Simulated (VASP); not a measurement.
Wanted: the native input for a VASP 6.6.1 run.

- Task: single point
- Functional: PBE
- Potentials or basis: VASP PAW PBE potentials, release 64 (Si, C)
- Cutoff: 520 eV
- k mesh: 6 × 6 × 4
- Occupations: gaussian, width 0.1 eV
- Spin: no spin polarisation
- Dipole correction: no
- Further INCAR settings: ALGO = Normal; EDIFF = 1e-06; NBANDS = 13

The structure of SiC2 lies in POSCAR:

```
SiC2
1.0
    2.6798104000      0.0000000000      0.0000000000
   -1.3399052000      2.3207838900      0.0000000000
    0.0000000000      0.0000000000      6.5641681000
Si C
1 2
Direct
    0.0000000000      0.0000000000      0.0000000000
    0.3333333300      0.6666666700      0.6666666700
    0.6666666700      0.3333333300      0.3333333300
```

The input as run:

INCAR

```
SYSTEM = SiC2
PREC = Accurate ; ENCUT = 520
EDIFF = 1E-6 ; ISMEAR = 0
SIGMA = 0.1 ; LREAL = .FALSE.
LASPH = .TRUE. ; NELM = 80
ALGO = Normal ; ISIF = 2
LWAVE = .FALSE. ; LCHARG = .FALSE.
GGA = PE ; NBANDS = 13
```

KPOINTS

```
Automatic mesh
0
G
  6 6 4
  0 0 0
```

Potentials or basis: VASP PAW PBE potentials, release 64 (Si, C).

Launch:

```console
$ cat potpaw_PBE.64/Si/POTCAR potpaw_PBE.64/C/POTCAR > POTCAR
$ mpirun -np 1 vasp_std > vasp.out
```

It gave:

```json
{"Pressure": "-20.3 GPa", "Largest force": "0.182 eV/Å", "Band gap on the k mesh": "zero (band 6 reaches 8.02 eV, above the bottom of band 7 at 2.62 eV)"}
```

Caveat: the k points lie up to 0.45 Å⁻¹ apart.

It took 6.9 s on 1 thread of Intel(R) Xeon(R) Platinum 8559C (Emerald Rapids), with other jobs on the host, peak memory 0.14 GiB.
